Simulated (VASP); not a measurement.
Set up this calculation in VASP 6.6.1, as the native input.

```yaml
Task: single point
Functional: PBE
Potentials_or_basis: VASP PAW PBE potentials, release 64 (Al, N)
Cutoff: 520 eV
k_mesh: 10 × 10 × 10
Occupations: fermi-dirac, width 0.05 eV
Spin: no spin polarisation
Dipole_correction: no
Further_INCAR_settings: ALGO = Normal; EDIFF = 1e-06; NBANDS = 11
```

The structure of AlN lies in POSCAR:

```
AlN
1.0
    0.0000000000      2.1984575146      2.1984575146
    2.1984575146      0.0000000000      2.1984575146
    2.1984575146      2.1984575146      0.0000000000
Al N
1 1
Direct
    0.0000000000      0.0000000000      0.0000000000
    0.2500000000      0.2500000000      0.2500000000
```

One way to write it, as run:

INCAR

```
PREC = Accurate
ENCUT = 520
EDIFF = 1E-6
ISMEAR = -1
SIGMA = 0.05
LREAL = False
LASPH = True
NELM = 80
ALGO = Normal
ISIF = 2
LWAVE = False
LCHARG = True
GGA = PE
LELF = True
LVHAR = True
NBANDS = 11
```

KPOINTS

```
Automatic mesh
0
Gamma
  10 10 10
```

Potentials or basis: VASP PAW PBE potentials, release 64 (Al, N).

Command:

```bash
$ cat potpaw_PBE.64/Al/POTCAR potpaw_PBE.64/N/POTCAR > POTCAR
$ mpirun -np 1 vasp_std > vasp.out
```

Results of the run:

```
Pressure               : 0.5 GPa
Band gap on the k mesh : 3.31 eV, indirect (least direct gap 4.02 eV)
```

Wall time 13 s on 1 thread of Intel Xeon 8259CL (shared host), peak memory 0.14 GiB.
